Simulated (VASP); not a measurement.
# Au: single point with PBE

The system is Au.

```
CELL_PARAMETERS angstrom
1.41131 -2.55593 0.00000
1.41131 2.55593 0.00000
0.00000 0.00000 4.89317
ATOMIC_POSITIONS crystal
Au 0.66533 0.33467 0.25000
Au 0.33467 0.66533 0.75000
```

```
Program                : VASP 6.6.1
Task                   : single point
Functional             : PBE
Potentials or basis    : VASP PAW PBE potentials, release 64 (Au)
Cutoff                 : 520 eV
k mesh                 : 8 × 8 × 4
Occupations            : gaussian, width 0.1 eV
Spin                   : no spin polarisation
Dipole correction      : no
Further INCAR settings : ALGO = Normal; EDIFF = 1e-06; NBANDS = 18
```

```json
{
 "Pressure": "3.4 GPa",
 "Band gap on the k mesh": "zero (band 11 reaches 12.32 eV, above the bottom of band 12 at 6.37 eV)"
}
```

Stress tensor (GPa, compression positive):
```
2.27 0.00 0.00
0.00 5.42 0.00
0.00 0.00 2.43
```

Levels at points of the mesh, in eV from the Fermi level:
```tsv
k point	band 7	band 8	band 9	band 10	band 11	band 12	band 13	band 14	band 15	band 16
(0.00, 0.00, 0.00)	-3.84	-3.45	-3.30	-2.15	-2.11	-1.01	2.43	14.57	15.55	16.72
(0.50, 0.00, 0.00)	-3.45	-1.96	-1.79	-1.64	0.52	1.75	5.78	7.28	7.28	10.01
(0.50, 0.50, 0.00)	-3.58	-1.89	-1.87	-1.69	0.26	1.29	5.39	6.79	6.93	11.11
(0.00, 0.00, 0.50)	-4.15	-4.15	-2.62	-2.62	-2.50	-2.50	10.23	10.23	14.90	14.90
(0.50, 0.00, 0.50)	-2.35	-2.35	-1.68	-1.68	0.70	0.70	4.05	4.05	13.10	13.10
(0.50, 0.50, 0.50)	-2.33	-2.33	-1.76	-1.76	0.34	0.34	3.50	3.50	12.68	12.68
```

Wall time 41 s on 1 thread of AMD EPYC 7R43 64-Core Processor (Zen 3) (shared host), peak memory 0.14 GiB.

Caveat: spin-orbit coupling is left out, which moves the levels of the heavy elements.
